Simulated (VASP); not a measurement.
Set up this calculation in VASP 6.6.1, as the native input.

- Task: single point
- Functional: PBE
- Potentials or basis: VASP PAW PBE potentials, release 64 (Li_sv, F)
- Cutoff: 750 eV
- k mesh: 10 × 10 × 10
- Occupations: gaussian, width 0.02 eV
- Spin: no spin polarisation
- Dipole correction: no
- Further INCAR settings: ALGO = Normal; EDIFF = 1e-06; NBANDS = 12

The structure of LiF lies in POSCAR:

```
LiF
1.0
    0.0000000000      2.0132480805      2.0132480805
    2.0132480805      0.0000000000      2.0132480805
    2.0132480805      2.0132480805      0.0000000000
Li F
1 1
Direct
    0.0000000000      0.0000000000      0.0000000000
    0.5000000000      0.5000000000      0.5000000000
```

This cell differs from its parent crystal: volume scaled by 0.97.

These files were run (other wordings do the same):

INCAR

```
SYSTEM = LiF
  PREC = Accurate
  ENCUT = 750
  EDIFF = 1E-6
  ISMEAR = 0
  SIGMA = 0.02
  LREAL = .FALSE.
  LASPH = .TRUE.
  NELM = 120
  ALGO = Normal
  ISIF = 2
  LWAVE = .FALSE.
  LCHARG = .FALSE.
  GGA = PE
  NBANDS = 12
  GGA_COMPAT = .FALSE.
```

KPOINTS

```
regular mesh
0
G
  10 10 10
  0 0 0
```

Potentials or basis: VASP PAW PBE potentials, release 64 (Li_sv, F).

Command:

```bash
$ cat potpaw_PBE.64/Li_sv/POTCAR potpaw_PBE.64/F/POTCAR > POTCAR
$ mpirun -np 1 vasp_std > vasp.out
```

It gave:

```yaml
Pressure: 1.5 GPa
Band_gap_on_the_k_mesh: 9.09 eV, direct
```

Run time: 27 s on 1 thread of Intel Xeon 8259CL, with other jobs on the host, peak memory 0.15 GiB.
